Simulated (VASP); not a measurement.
# H2CO in VASP: further runs, part 3 of 3

VASP 6.6.1.

### Step 6. Single point, r2SCAN+D3(BJ)

The input, POSCAR:

```
H2CO
1.0
    7.7059940000      0.0000000000      0.0000000000
    0.0000000000      7.7059940000      0.0000000000
    0.0000000000      0.0000000000      7.7059940000
O C H
4 4 8
Direct
    0.5021934873      0.7569302546      0.3530628236
    0.3165977030      0.3947835931      0.8563982791
    0.3305349057     -0.0094342145      0.7807818174
    0.1035557515      0.6548408940      0.1853362460
    0.5326892287      0.6288351639      0.2995460417
    0.3287051612      0.5189077490      0.7767330211
    0.3465743680      0.0776408598      0.6634835169
    0.1921750783      0.7235017312      0.0898261795
    0.7697644197      0.3942385629      0.9153394098
    0.7649240319      0.3945370318      1.0107197073
    0.7750849533      0.8063852632      0.9789781824
    0.7814436398      0.7425907677      0.9087211851
    0.0591228075      0.0925124001      0.0762782842
   -0.0328964699      0.0689463293      0.0620426125
    0.9131722656     -0.0629639732      0.3827150657
    0.9224896879      0.0215157188      0.4128474536
```

The input, INCAR.step1:

```
  ALGO = Normal
  EDIFF = 1E-5
  ENCUT = 1100
  GGA = PE
  GGA_COMPAT = False
  ISMEAR = -1
  LASPH = True
  LCHARG = False
  LREAL = Auto
  LWAVE = True
  NBANDS = 38
  NELM = 120
  PREC = Accurate
  SIGMA = 0.05
```

The input, INCAR.step2:

```
  ALGO = Normal
  EDIFF = 1E-6
  ENCUT = 1100
  GGA_COMPAT = False
  ISIF = 2
  ISMEAR = -1
  ISTART = 1
  IVDW = 12
  LASPH = True
  LCHARG = True
  LELF = True
  LMIXTAU = True
  LREAL = Auto
  LVHAR = True
  LWAVE = False
  METAGGA = R2SCAN
  NBANDS = 38
  NELM = 120
  PREC = Accurate
  SIGMA = 0.05
  VDW_A1 = 0.49484001
  VDW_A2 = 5.73083694
  VDW_S6 = 1.0
  VDW_S8 = 0.78981345
```

The input, KPOINTS:

```
k-points
0
Gamma
  1 1 1
```

Potentials or basis: VASP PAW PBE potentials, release 64 (O_h, C_h, H_h).

On the command line:

```console
$ cat potpaw_PBE.64/O_h/POTCAR potpaw_PBE.64/C_h/POTCAR potpaw_PBE.64/H_h/POTCAR > POTCAR
$ cp INCAR.step1 INCAR
$ mpirun -np 1 vasp_gam > vasp.out
$ cp INCAR.step2 INCAR
$ mpirun -np 1 vasp_gam > vasp.out
```

OUTCAR:

```text
EDIFF = 1E-6
   ENCUT = 1100
   ISIF = 2
   ISMEAR = -1
   ISTART = 1
   IVDW = 12
   LASPH = True
   LREAL = Auto
   METAGGA = R2SCAN
   NELM = 120
   PREC = Accurate
 IVDW          = 12

 ion  position               nearest neighbor table
   1  0.502  0.757  0.353-   5 1.10
   2  0.317  0.395  0.856-   6 1.14
   3  0.331  0.991  0.781-   7 1.13
   4  0.104  0.655  0.185-   8 1.13
   5  0.533  0.629  0.300-   1 1.10
   6  0.329  0.519  0.777-   2 1.14
[... 8 lines left out ...]
  15  0.913  0.937  0.383-  16 0.69
  16  0.922  0.022  0.413-  15 0.69

  LATTYP: Found a simple cubic cell.
 ALAT       =     7.7059940000

  Lattice vectors:

 A1 = (   7.7059940000,   0.0000000000,   0.0000000000)
 A2 = (   0.0000000000,   7.7059940000,   0.0000000000)
 A3 = (   0.0000000000,   0.0000000000,   7.7059940000)

Analysis of symmetry for initial positions (statically):
=====================================================================
 Subroutine PRICEL returns:
 Original cell was already a primitive cell.

 Routine SETGRP: Setting up the symmetry group for a
 simple cubic supercell.

 Subroutine GETGRP returns: Found  1 space group operations
 (whereof  1 operations were pure point group operations)
 out of a pool of 48 trial point group operations.

The static configuration has the point symmetry C_1 .

Analysis of symmetry for dynamics (positions and initial velocities):
=====================================================================
 Subroutine PRICEL returns:
 Original cell was already a primitive cell.

 Routine SETGRP: Setting up the symmetry group for a
 simple cubic supercell.

 Subroutine GETGRP returns: Found  1 space group operations
 (whereof  1 operations were pure point group operations)
 out of a pool of 48 trial point group operations.

The dynamic configuration has the point symmetry C_1 .

 Subroutine INISYM returns: Found  1 space group operations
 (whereof  1 operations are pure point group operations),
 and found     1 'primitive' translations

----------------------------------------------------------------------------------------

                                     Primitive cell

  volume of cell :     457.6000

  direct lattice vectors                    reciprocal lattice vectors
     7.705994000  0.000000000  0.000000000     0.129769112  0.000000000  0.000000000
     0.000000000  7.705994000  0.000000000     0.000000000  0.129769112  0.000000000
     0.000000000  0.000000000  7.705994000     0.000000000  0.000000000  0.129769112

  length of vectors
     7.705994000  7.705994000  7.705994000     0.129769112  0.129769112  0.129769112

  position of ions in fractional coordinates (direct lattice)
     0.502193487  0.756930255  0.353062824
     0.316597703  0.394783593  0.856398279
     0.330534906  0.990565786  0.780781817
     0.103555751  0.654840894  0.185336246
     0.532689229  0.628835164  0.299546042
     0.328705161  0.518907749  0.776733021
[... 8 lines left out ...]
     0.913172266  0.937036027  0.382715066
     0.922489688  0.021515719  0.412847454

  ion indices of the primitive-cell ions
   primitive index   ion index
                 1           1
                 2           2
                 3           3
                 4           4
                 5           5
                 6           6
[... 8 lines left out ...]
                15          15
                16          16

----------------------------------------------------------------------------------------

 KPOINTS: k-points

Automatic generation of k-mesh.
 Grid dimensions read from file:
 generate k-points for:    1    1    1

 Generating k-lattice:

  Cartesian coordinates                     Fractional coordinates (reciprocal lattice)
     0.129769112  0.000000000  0.000000000     1.000000000  0.000000000  0.000000000
     0.000000000  0.129769112  0.000000000     0.000000000  1.000000000  0.000000000
     0.000000000  0.000000000  0.129769112     0.000000000  0.000000000  1.000000000

  Length of vectors
     0.129769112  0.129769112  0.129769112

  Shift w.r.t. Gamma in fractional coordinates (k-lattice)
     0.000000000  0.000000000  0.000000000

 Subroutine IBZKPT returns following result:
 ===========================================

 Found      1 irreducible k-points:

 Following reciprocal coordinates:
            Coordinates               Weight
  0.000000  0.000000  0.000000      1.000000
   k-points           NKPTS =      1   k-points in BZ     NKDIM =      1   number of bands    NBANDS=     38
   number of dos      NEDOS =    301   number of ions     NIONS =     16
   total plane-waves  NPLWV = 592704
   dimension x,y,z NGX =    84 NGY =   84 NGZ =   84
   dimension x,y,z NGXF=   168 NGYF=  168 NGZF=  168
   ions per type =               4   4   8
   NGX,Y,Z   is equivalent  to a cutoff of  18.12, 18.12, 18.12 a.u.
   NGXF,Y,Z  is equivalent  to a cutoff of  36.24, 36.24, 36.24 a.u.
 SYSTEM =  unknown system
   PREC   = accura    normal or accurate (medium, high low for compatibility)
   ISTART =      1    job   : 0-new  1-cont  2-samecut
   ICHARG =      0    charge: 1-file 2-atom 10-const
   ISPIN  =      1    spin polarized calculation?
   LNONCOLLINEAR =      F non collinear calculations
   LSORBIT =      F    spin-orbit coupling
   LASPH  =      T    aspherical Exc in radial PAW
   ENCUT  = 1100.0 eV  80.85 Ry    8.99 a.u.  20.84 20.84 20.84*2*pi/ulx,y,z
   NELM   =    120;   NELMIN=  2; NELMDL=  0     # of ELM steps
   EDIFF  = 0.1E-05   stopping-criterion for ELM
   LREAL  =      T    real-space projection
   EDIFFG = 0.1E-04   stopping-criterion for IOM
   NSW    =      0    number of steps for IOM
   IBRION =     -1    ionic relax: 0-MD 1-quasi-New 2-CG
   NFREE  =      0    steps in history (QN), initial steepest desc. (CG)
   ISIF   =      2    stress and relaxation
   ISYM   =      2    0-nonsym 1-usesym 2-fastsym
   POTIM  = 0.5000    time-step for ionic-motion
   TEBEG  =    0.0;   TEEND  =   0.0 temperature during run
   PSTRESS=    0.0 pullay stress
   NELECT =      48.0000    total number of electrons
   NUPDOWN=      -1.0000    fix difference up-down
   EMIN   =  10.00;   EMAX   =-10.00  energy-range for DOS
   EFERMI =   0.00;   METHOD = LEGACY
   ISMEAR =    -1;   SIGMA  =   0.05  broadening in eV -4-tet -1-fermi 0-gaus
   EFERMI_NEDOS =   21; number of points for ismear=-14 and -15
   IALGO  =     38    algorithm
   IMIX   =      4    mixing-type and parameters
     AMIX     =   0.40;   BMIX     =  1.00
     AMIX_MAG =   1.60;   BMIX_MAG =  1.00
  volume/ion in A,a.u.               =      28.60       193.00
  Fermi-wavevector in a.u.,A,eV,Ry     =   0.772076  1.459012  8.110446  0.596101
  Thomas-Fermi vector in A             =   1.873630
   LORBIT       =      0    0 simple, 1 ext, 2 COOP (PROOUT), +10 PAW based schemes
   METAGGA = R2SCAN    functional components
   LHFCALC =     F    Hartree Fock is set to
   AEXX    =    0.0000 exact exchange contribution
   IVDW    =    12    specifies the selected vdW correction
   LEPSILON=     F    determine dielectric tensor
   LRPA    =     F    only Hartree local field effects (RPA)
 non-spin polarized calculation
  energy-cutoff  :     1100.00
  volume of cell :      457.60
 maximum number of plane-waves:     18997
 NGX is ok and might be reduce to    84
   NGX = 41   NGY = 41   NGZ = 41

 number of electron      47.9999999 magnetization

 Free energy of the ion-electron system (eV)
  ---------------------------------------------------
  ext. energy  EPLUGINS =         0.00000000
  ---------------------------------------------------
  free energy    TOTEN  =       -94.11089632 eV

  energy without entropy =      -94.11089632  energy(sigma->0) =      -94.11089632

 E-fermi :  -6.1725     XC(G=0):  -4.0516

 val. band max:       -7.3934805141   @ k =   0.0000   0.0000   0.0000
 cond. band min:      -0.5683583478   @ k =   0.0000   0.0000   0.0000
 fundamental gap:      6.8251221663
 Fermi energy:        -6.1724780564

 k-point     1 :       0.0000    0.0000    0.0000
  band No.  band energies     occupation
      1     -29.5743      2.00000
      2     -28.9484      2.00000
      3     -28.9094      2.00000
      4     -28.7473      2.00000
      5     -13.1672      2.00000
      6     -13.0715      2.00000
[... 28 lines left out ...]
     35       2.8495      0.00000
     36       3.1219      0.00000
 [bands above 36 left out]

------------------------ aborting loop because EDIFF is reached ----------------------------------------

 Edisp (eV)   -0.18840

 E8    (eV) :    -0.0324

  FORCE on cell =-STRESS in cart. coord.  units (eV):
  Direction    XX          YY          ZZ          XY          YZ          ZX
  --------------------------------------------------------------------------------------
  -------------------------------------------------------------------------------------
  Total      -0.11632     3.67034    -0.13909    -1.36229     3.82652     0.23744
  in kB      -0.40725    12.85081    -0.48698    -4.76974    13.39763     0.83134
  external pressure =        3.99 kB  Pullay stress =        0.00 kB

 VOLUME and BASIS-vectors are now :
 -----------------------------------------------------------------------------
  energy-cutoff  :     1100.00
  volume of cell :      457.60
      direct lattice vectors                 reciprocal lattice vectors
     7.705994000  0.000000000  0.000000000     0.129769112  0.000000000  0.000000000
     0.000000000  7.705994000  0.000000000     0.000000000  0.129769112  0.000000000
     0.000000000  0.000000000  7.705994000     0.000000000  0.000000000  0.129769112

 POSITION                                       TOTAL-FORCE (eV/Angst)
 -----------------------------------------------------------------------------------
      3.86990      5.83290      2.72070        -0.838362      3.730881      1.592764
      2.43970      3.04220      6.59940         0.118389      1.428151     -0.781225
      2.54710      7.63329      6.01670         0.107198      0.491281     -0.676416
      0.79800      5.04620      1.42820         0.547731      0.455604     -0.627338
      4.10490      4.84580      2.30830         0.934436     -3.739161     -1.525454
      2.53300      3.99870      5.98550        -0.090383     -1.346193      0.770480
[... 8 lines left out ...]
      7.03690      7.22079      2.94920        -0.207373     -1.840329     -0.612249
      7.10870      0.16580      3.18140         0.188232      1.817096      0.677589
 -----------------------------------------------------------------------------------
    total drift:                               -0.007847      0.002622     -0.004386

  FREE ENERGIE OF THE ION-ELECTRON SYSTEM (eV)
  ---------------------------------------------------
  free  energy   TOTEN  =       -94.2992998553 eV

  energy  without entropy=      -94.2992998552  energy(sigma->0) =      -94.29929986
```

Wall time 4.2 min (1 thread of AMD EPYC 9R45 (Zen 5), shared host); peak memory 1.2 GiB.

What came out:

```
Free energy                : -94.2993 eV
Pressure                   : 0.4 GPa
Largest force              : 4.145 eV/Å
Dispersion energy per atom : -0.012 eV
```

Forces in eV/Å, atoms in the order of the input:
```
O   -0.838  3.731  1.593
O    0.118  1.428 -0.781
O    0.107  0.491 -0.676
O    0.548  0.456 -0.627
C    0.934 -3.739 -1.525
C   -0.090 -1.346  0.770
C   -0.083 -0.600  0.573
C   -0.683 -0.454  0.692
H    0.018 -0.026 -0.213
H   -0.021  0.002  0.200
H   -0.031  0.225  0.215
H    0.010 -0.193 -0.227
H    0.050  0.025 -0.028
H   -0.020  0.025 -0.030
H   -0.207 -1.840 -0.612
H    0.188  1.817  0.678
```

Caveat: the k points lie up to 0.82 Å⁻¹ apart, too coarse for converged energies, forces and pressures; the atoms stand as in a frame of molecular dynamics; the PAW data sets were made with another functional, which shifts forces and pressure a little.

### Step 7. Single point, r2SCAN+D3(BJ)

The input, POSCAR:

```
H2CO
1.0
    7.7059940000      0.0000000000      0.0000000000
    0.0000000000      7.7059940000      0.0000000000
    0.0000000000      0.0000000000      7.7059940000
O C H
4 4 8
Direct
    0.5080201204      0.7453548497      0.3753441801
    0.3120947148      0.3838310801      0.8605638676
    0.3225930360     -0.0090059764      0.7675583448
    0.0862575289      0.6510127052      0.1740074025
    0.5659750059      0.6252275826      0.3100313860
    0.3377889991      0.5094216269      0.7907351083
    0.3515315480      0.0747859394      0.6495463142
    0.1805347889      0.7293932489      0.0980016335
    0.7662087461      0.3436805168      0.9417733780
    0.7665591227      0.4371532083      0.9647165570
    0.7704781499      0.7736834469      0.9657936406
    0.8109271821      0.7073844075      0.9037120974
    0.0798988424      0.1146510106      0.0323384628
    0.0104334366      0.1516741383      0.0851934222
    0.8994426936     -0.0538801354      0.4382692226
    0.8948748208      0.0455489584      0.4217236608
```

The input, INCAR.step1:

```
  PREC = Accurate
  ENCUT = 1100
  ISMEAR = -1
  SIGMA = 0.05
  LREAL = Auto
  LASPH = True
  NELM = 120
  NBANDS = 38
  GGA = PE
  ALGO = Normal
  EDIFF = 1E-5
  LWAVE = True
  LCHARG = False
  GGA_COMPAT = False
```

The input, INCAR.step2:

```
  PREC = Accurate
  ENCUT = 1100
  EDIFF = 1E-6
  ISMEAR = -1
  SIGMA = 0.05
  LREAL = Auto
  LASPH = True
  NELM = 120
  ALGO = Normal
  ISIF = 2
  LWAVE = False
  LCHARG = False
  METAGGA = R2SCAN
  LMIXTAU = True
  IVDW = 12
  VDW_S6 = 1.0
  VDW_S8 = 0.78981345
  VDW_A1 = 0.49484001
  VDW_A2 = 5.73083694
  NBANDS = 38
  ISTART = 1
  GGA_COMPAT = False
```

The input, KPOINTS:

```
Automatic mesh
0
Gamma
  1 1 1
```

On the command line:

```console
$ cat potpaw_PBE.64/O_h/POTCAR potpaw_PBE.64/C_h/POTCAR potpaw_PBE.64/H_h/POTCAR > POTCAR
$ cp INCAR.step1 INCAR
$ mpirun -np 1 vasp_gam > vasp.out
$ cp INCAR.step2 INCAR
$ mpirun -np 1 vasp_gam > vasp.out
```

It took 12 min on 1 thread of Intel Xeon Platinum 8375C at 2.90GHz (Ice Lake), shared host; peak memory 1.2 GiB.

The run converged. Its results:

- Free energy: -94.3737 eV
- Pressure: -0.3 GPa
- Largest force: 2.115 eV/Å
- Dispersion energy per atom: -0.012 eV

Forces in eV/Å, atoms in the order of the input:
```
O    0.836 -1.715 -0.912
O   -0.035 -0.060  0.163
O    0.276  0.748 -1.117
O   -1.223 -1.027  1.018
C   -0.818  1.706  0.940
C    0.064  0.165 -0.155
C   -0.252 -0.859  1.023
C    1.195  1.028 -0.926
H    0.001 -0.008 -0.018
H   -0.021 -0.069  0.015
H    0.329 -0.518 -0.545
H   -0.360  0.626  0.497
H    0.310 -0.171 -0.224
H   -0.300  0.162  0.229
H   -0.051  1.132 -0.182
H    0.049 -1.141  0.193
```

Stress tensor (GPa, compression positive):
```
 0.17  0.48 -0.03
 0.48 -0.67 -0.28
-0.03 -0.28 -0.29
```

Levels at points of the mesh, in eV from the Fermi level:
| k point | band 20 | band 21 | band 22 | band 23 | band 24 | band 25 | band 26 | band 27 | band 28 | band 29 |
| --- | --- | --- | --- | --- | --- | --- | --- | --- | --- | --- |
| (0.00, 0.00, 0.00) | -2.54 | -1.93 | -1.61 | -1.37 | -1.31 | 5.64 | 5.85 | 5.91 | 6.10 | 6.20 |

Caveat: the k points lie up to 0.82 Å⁻¹ apart, too coarse for converged energies, forces and pressures; the atoms stand as in a frame of molecular dynamics; the PAW data sets were made with another functional, which shifts forces and pressure a little.

### Step 8. Summary

| cell | pressure (GPa) | largest force (eV/Å) |
| --- | --- | --- |
| as given, atomic positions A | -0.1 | 0.28 |
| as given, atomic positions B | 0.1 | 2.33 |
| as given, atomic positions C | -0.2 | 1.62 |
| as given, atomic positions D | 0.4 | 2.96 |
| as given, atomic positions E | 0.4 | 4.15 |
| as given, atomic positions F | -0.3 | 2.11 |

Alike in all rows: task single point; level r2SCAN+D3(BJ); potentials or basis VASP PAW PBE potentials, release 64 (O_h, C_h, H_h); no spin polarisation; k mesh 1 × 1 × 1; cutoff (eV) 1100; smearing fermi-dirac 0.05 eV.

Caveats: all runs use coarse meshes; the PAW data sets were made with another functional, which shifts forces and pressure a little; the atoms stand as in a frame of molecular dynamics (at least some runs).

Absolute energies hang on the potentials; compare differences alone.
